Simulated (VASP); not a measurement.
# Ta (Fm-3m) in VASP: notebook

The runs below take Ta through single point, with PBE.

Everything below comes from runs of VASP 6.6.1. Logs are shortened: lines on timing, memory, paths and dates and some standing lists are left out, and cuts for length are marked.

## 1. The cell of the first run

Symmetry: Fm-3m, No. 225, cubic system. The conventional cell has a = 3.333 Å, b = 3.333 Å, c = 3.333 Å, α = 90.00°, β = 90.00°, γ = 90.00°. Within 3.1 Å of Ta (site symmetry m-3m) lie 12 Ta at 2.36 Å.

## 2. Single point, PBE

Input file INCAR:

```
SYSTEM = Ta
PREC = Accurate ; ENCUT = 520
EDIFF = 1E-6 ; ISMEAR = -1
SIGMA = 0.08 ; LREAL = .FALSE.
LASPH = .TRUE. ; NELM = 100
ALGO = Normal ; ISIF = 2
LWAVE = .FALSE. ; LCHARG = .FALSE.
GGA = PE ; NBANDS = 12
```

Input file KPOINTS:

```
Automatic mesh
0
G
  20 20 20
  0 0 0
```

Input file POSCAR:

```
Ta
1.0
    0.0000000000      1.6667350458      1.6667350458
    1.6667350458      0.0000000000      1.6667350458
    1.6667350458      1.6667350458      0.0000000000
Ta
1
Direct
    0.0000000000      0.0000000000      0.0000000000
```

Potentials or basis: VASP PAW PBE potentials, release 64 (Ta_pv).

Launch:

```sh
$ cat potpaw_PBE.64/Ta_pv/POTCAR > POTCAR
$ mpirun -np 1 vasp_std > vasp.out
```

OUTCAR:

```text
SYSTEM = Ta
   PREC = Accurate
   ENCUT = 520
   EDIFF = 1E-6
   ISMEAR = -1
   LREAL = .FALSE.
   LASPH = .TRUE.
   NELM = 100
   ISIF = 2
   GGA = PE

 ion  position               nearest neighbor table
   1  0.000  0.000  0.000-

  LATTYP: Found a face centered cubic cell.
 ALAT       =     3.3334700916

  Lattice vectors:

 A1 = (   0.0000000000,   1.6667350458,   1.6667350458)
 A2 = (   1.6667350458,   0.0000000000,   1.6667350458)
 A3 = (   1.6667350458,   1.6667350458,   0.0000000000)

Analysis of symmetry for initial positions (statically):
=====================================================================
 Subroutine PRICEL returns:
 Original cell was already a primitive cell.

 Routine SETGRP: Setting up the symmetry group for a
 face centered cubic supercell.

 Subroutine GETGRP returns: Found 48 space group operations
 (whereof 48 operations were pure point group operations)
 out of a pool of 48 trial point group operations.

The static configuration has the point symmetry O_h .

Analysis of symmetry for dynamics (positions and initial velocities):
=====================================================================
 Subroutine PRICEL returns:
 Original cell was already a primitive cell.

 Routine SETGRP: Setting up the symmetry group for a
 face centered cubic supercell.

 Subroutine GETGRP returns: Found 48 space group operations
 (whereof 48 operations were pure point group operations)
 out of a pool of 48 trial point group operations.

The dynamic configuration has the point symmetry O_h .

 Subroutine INISYM returns: Found 48 space group operations
 (whereof 48 operations are pure point group operations),
 and found     1 'primitive' translations

----------------------------------------------------------------------------------------

                                     Primitive cell

  volume of cell :       9.2604

  direct lattice vectors                    reciprocal lattice vectors
     0.000000000  1.666735046  1.666735046    -0.299987692  0.299987692  0.299987692
     1.666735046  0.000000000  1.666735046     0.299987692 -0.299987692  0.299987692
     1.666735046  1.666735046  0.000000000     0.299987692  0.299987692 -0.299987692

  length of vectors
     2.357119307  2.357119307  2.357119307     0.519593925  0.519593925  0.519593925

  position of ions in fractional coordinates (direct lattice)
     0.000000000  0.000000000  0.000000000

  ion indices of the primitive-cell ions
   primitive index   ion index
                 1           1

----------------------------------------------------------------------------------------

 KPOINTS: Automatic mesh

Automatic generation of k-mesh.
 Grid dimensions read from file:
 generate k-points for:   20   20   20

 Generating k-lattice:

  Cartesian coordinates                     Fractional coordinates (reciprocal lattice)
    -0.014999385  0.014999385  0.014999385     0.050000000  0.000000000  0.000000000
     0.014999385 -0.014999385  0.014999385     0.000000000  0.050000000  0.000000000
     0.014999385  0.014999385 -0.014999385     0.000000000  0.000000000  0.050000000

  Length of vectors
     0.025979696  0.025979696  0.025979696

  Shift w.r.t. Gamma in fractional coordinates (k-lattice)
     0.000000000  0.000000000  0.000000000

 Subroutine IBZKPT returns following result:
 ===========================================

 Found    256 irreducible k-points:

 Following reciprocal coordinates:
            Coordinates               Weight
  0.000000  0.000000  0.000000      1.000000
  0.050000  0.000000  0.000000      8.000000
  0.100000  0.000000  0.000000      8.000000
  0.150000  0.000000  0.000000      8.000000
  0.200000  0.000000  0.000000      8.000000
  0.250000  0.000000  0.000000      8.000000
[... 16 lines left out ...]
 -0.400000  0.050000  0.000000     24.000000
 -0.350000  0.050000  0.000000     24.000000
 [... further k-points ...]
   k-points           NKPTS =    256   k-points in BZ     NKDIM =    256   number of bands    NBANDS=     12
   number of dos      NEDOS =    301   number of ions     NIONS =      1
   total plane-waves  NPLWV =   5832
   dimension x,y,z NGX =    18 NGY =   18 NGZ =   18
   dimension x,y,z NGXF=    36 NGYF=   36 NGZF=   36
   ions per type =               1
   NGX,Y,Z   is equivalent  to a cutoff of  12.70, 12.70, 12.70 a.u.
   NGXF,Y,Z  is equivalent  to a cutoff of  25.39, 25.39, 25.39 a.u.
 SYSTEM =  Ta
   PREC   = accura    normal or accurate (medium, high low for compatibility)
   ISTART =      0    job   : 0-new  1-cont  2-samecut
   ICHARG =      2    charge: 1-file 2-atom 10-const
   ISPIN  =      1    spin polarized calculation?
   LNONCOLLINEAR =      F non collinear calculations
   LSORBIT =      F    spin-orbit coupling
   LASPH  =      T    aspherical Exc in radial PAW
   ENCUT  =  520.0 eV  38.22 Ry    6.18 a.u.   4.38  4.38  4.38*2*pi/ulx,y,z
   NELM   =    100;   NELMIN=  2; NELMDL= -5     # of ELM steps
   EDIFF  = 0.1E-05   stopping-criterion for ELM
   LREAL  =      F    real-space projection
   EDIFFG = 0.1E-04   stopping-criterion for IOM
   NSW    =      0    number of steps for IOM
   IBRION =     -1    ionic relax: 0-MD 1-quasi-New 2-CG
   NFREE  =      0    steps in history (QN), initial steepest desc. (CG)
   ISIF   =      2    stress and relaxation
   ISYM   =      2    0-nonsym 1-usesym 2-fastsym
   POTIM  = 0.5000    time-step for ionic-motion
   TEBEG  =    0.0;   TEEND  =   0.0 temperature during run
   PSTRESS=    0.0 pullay stress
   NELECT =      11.0000    total number of electrons
   NUPDOWN=      -1.0000    fix difference up-down
   EMIN   =  10.00;   EMAX   =-10.00  energy-range for DOS
   EFERMI =   0.00;   METHOD = LEGACY
   ISMEAR =    -1;   SIGMA  =   0.08  broadening in eV -4-tet -1-fermi 0-gaus
   EFERMI_NEDOS =   21; number of points for ismear=-14 and -15
   IALGO  =     38    algorithm
   IMIX   =      4    mixing-type and parameters
     AMIX     =   0.40;   BMIX     =  1.00
     AMIX_MAG =   1.60;   BMIX_MAG =  1.00
  volume/ion in A,a.u.               =       9.26        62.49
  Fermi-wavevector in a.u.,A,eV,Ry     =   1.733787  3.276383 40.899365  3.006019
  Thomas-Fermi vector in A             =   2.807707
   LORBIT       =      0    0 simple, 1 ext, 2 COOP (PROOUT), +10 PAW based schemes
   GGA     = PE    functional components
   LHFCALC =     F    Hartree Fock is set to
   AEXX    =    0.0000 exact exchange contribution
   IVDW    =     0    specifies the selected vdW correction
   LEPSILON=     F    determine dielectric tensor
   LRPA    =     F    only Hartree local field effects (RPA)
 non-spin polarized calculation
  energy-cutoff  :      520.00
  volume of cell :        9.26
 maximum number of plane-waves:       262
 NGX is ok and might be reduce to    18
   NGX =  9   NGY =  9   NGZ =  9

 number of electron      11.0000001 magnetization

 Free energy of the ion-electron system (eV)
  ---------------------------------------------------
  ext. energy  EPLUGINS =         0.00000000
  ---------------------------------------------------
  free energy    TOTEN  =        -3.19321599 eV

  energy without entropy =       -3.17661872  energy(sigma->0) =       -3.18491736

 E-fermi :  13.2646     XC(G=0): -16.4384

 val. band max:       13.2612330995   @ k =   0.2500   0.1500   0.0500
 cond. band min:      13.2654993247   @ k =   0.3500   0.2000   0.0000
 fundamental gap:      0.0042662252
 Fermi energy:        13.2646412061

 k-point     1 :       0.0000    0.0000    0.0000
  band No.  band energies     occupation
      1     -17.8613      2.00000
      2     -17.8613      2.00000
      3     -17.8613      2.00000
      4       3.6500      2.00000
      5      12.1101      2.00000
      6      12.1101      2.00000
      7      12.1101      2.00000
      8      19.4136      0.00000
      9      19.4136      0.00000
     10      27.5518      0.00000
     11      28.6033      0.00000
     12      36.7677      0.00000

 k-point     2 :       0.0500    0.0000    0.0000
  band No.  band energies     occupation
      1     -18.1172      2.00000
      2     -17.8870      2.00000
      3     -17.8870      2.00000
      4       3.9344      2.00000
      5      11.9287      2.00000
      6      12.2300      2.00000
      7      12.2300      2.00000
      8      19.2363      0.00000
      9      19.2363      0.00000
     10      28.0393      0.00000
     11      28.6025      0.00000
     12      35.6864      0.00000

 k-point     3 :       0.1000    0.0000    0.0000
  band No.  band energies     occupation
      1     -18.8254      2.00000
      2     -17.9609      2.00000
      3     -17.9609      2.00000
      4       4.6817      2.00000
      5      11.5264      2.00000
      6      12.5510      1.99973
      7      12.5510      1.99973
      8      18.8126      0.00000
      9      18.8126      0.00000
     10      28.6001      0.00000
     11      29.3206      0.00000
     12      34.0204      0.00000
[... 286 lines left out ...]
 k-point    23 :      -0.4000    0.0500    0.0000
  band No.  band energies     occupation
      1     -25.0377      2.00000
      2     -18.9856      2.00000
      3     -18.7266      2.00000
      4       4.9835      2.00000
      5      11.3857      2.00000
      6      11.7210      2.00000
      7      18.2989      0.00000
      8      23.2809      0.00000
      9      25.1417      0.00000
     10      28.1633      0.00000
     11      28.6334      0.00000
     12      39.4051      0.00000

 k-point    24 :      -0.3500    0.0500    0.0000
  band No.  band energies     occupation
      1     -24.4348      2.00000
      2     -18.9257      2.00000
      3     -18.6078      2.00000
      4       5.3062      2.00000
      5      11.7938      2.00000
      6      12.0359      2.00000
      7      16.8096      0.00000
      8      21.5408      0.00000
      9      24.0094      0.00000
     10      27.7967      0.00000
     11      28.6193      0.00000
     12      41.9836      0.00000

 [... further k-points ...]

------------------------ aborting loop because EDIFF is reached ----------------------------------------

  FORCE on cell =-STRESS in cart. coord.  units (eV):
  Direction    XX          YY          ZZ          XY          YZ          ZX
  --------------------------------------------------------------------------------------
  -------------------------------------------------------------------------------------
  Total       28.5380098     28.5380098     28.5380098      0.0000000      0.0000000      0.0000000
  in kB     4937.4711085   4937.4711085   4937.4711085      0.0000000      0.0000000      0.0000000
  external PRESSURE =    4937.4711085 kB  Pullay stress =       0.0000000 kB

 VOLUME and BASIS-vectors are now :
 -----------------------------------------------------------------------------
  energy-cutoff  :      520.00
  volume of cell :        9.26
      direct lattice vectors                 reciprocal lattice vectors
     0.000000000  1.666735046  1.666735046    -0.299987692  0.299987692  0.299987692
     1.666735046  0.000000000  1.666735046     0.299987692 -0.299987692  0.299987692
     1.666735046  1.666735046  0.000000000     0.299987692  0.299987692 -0.299987692

 POSITION                                       TOTAL-FORCE (eV/Angst)
 -----------------------------------------------------------------------------------
      0.00000      0.00000      0.00000         0.000000      0.000000      0.000000
 -----------------------------------------------------------------------------------
    total drift:                                0.000000      0.000000      0.000000

  FREE ENERGIE OF THE ION-ELECTRON SYSTEM (eV)
  ---------------------------------------------------
  free  energy   TOTEN  =        -3.1932159926 eV

  energy  without entropy=       -3.1766187176  energy(sigma->0) =       -3.18491736
```

It took 31 s on 1 thread of Intel Xeon 8259CL, shared host; peak memory 0.15 GiB.

What came out:

| Quantity | Value |
| --- | --- |
| Free energy | -3.1932 eV |
| Pressure | 493.7 GPa |

Levels at points of the mesh, in eV from the Fermi level:
```csv
k point,band 2,band 3,band 4,band 5,band 6,band 7,band 8,band 9
"(0.00, 0.00, 0.00)",-31.13,-31.13,-9.61,-1.15,-1.15,-1.15,6.15,6.15
"(0.50, 0.00, 0.00)",-32.07,-32.07,-8.76,-1.90,-1.90,6.32,12.15,12.15
"(0.50, 0.50, 0.00)",-33.87,-33.87,-10.85,-9.47,12.01,12.31,14.17,14.17
```

Caveat: spin-orbit coupling is left out, which moves the levels of the heavy elements.

## 3. Single point, PBE

This run uses another cell than the first one, of 9.21 Å³/atom, 0.995 times its volume.

Input file INCAR:

```
ALGO = Normal ; EDIFF = 1E-6
ENCUT = 520 ; GGA = PE
ISIF = 2 ; ISMEAR = -1
LASPH = T ; LCHARG = F
LREAL = F ; LWAVE = F
NBANDS = 12 ; NELM = 80
PREC = Accurate ; SIGMA = 0.08
```

Input file KPOINTS:

```
k-points
0
Gamma
  20 20 20
```

Input file POSCAR:

```
Ta
1.0
    0.0000000000      1.6639025017      1.6639025017
    1.6639025017      0.0000000000      1.6639025017
    1.6639025017      1.6639025017      0.0000000000
Ta
1
Direct
    0.0000000000      0.0000000000      0.0000000000
```

Potentials or basis: VASP PAW PBE potentials, release 64 (Ta_pv).

Launch:

```sh
$ cat potpaw_PBE.64/Ta_pv/POTCAR > POTCAR
$ mpirun -np 1 vasp_std > vasp.out
```

Run time: 35 s. Hardware: 1 thread of Intel Xeon 8259CL, shared host; peak memory 0.14 GiB.

The run converged. Its results:

```yaml
Free_energy: -3.0467 eV
Pressure: 502.2 GPa
```

Levels at points of the mesh, in eV from the Fermi level:
```tsv
k point	band 1	band 2	band 3	band 4	band 5	band 6	band 7	band 8	band 9	band 10
(0.00, 0.00, 0.00)	-31.11	-31.11	-31.11	-9.60	-1.18	-1.18	-1.18	6.17	6.17	14.30
(0.50, 0.00, 0.00)	-38.82	-32.06	-32.06	-8.80	-1.92	-1.92	6.39	12.21	12.21	15.04
(0.50, 0.50, 0.00)	-38.21	-33.88	-33.88	-10.92	-9.53	12.13	12.37	14.24	14.24	15.29
```

Caveat: spin-orbit coupling is left out, which moves the levels of the heavy elements.

[end of part 1 of 2]
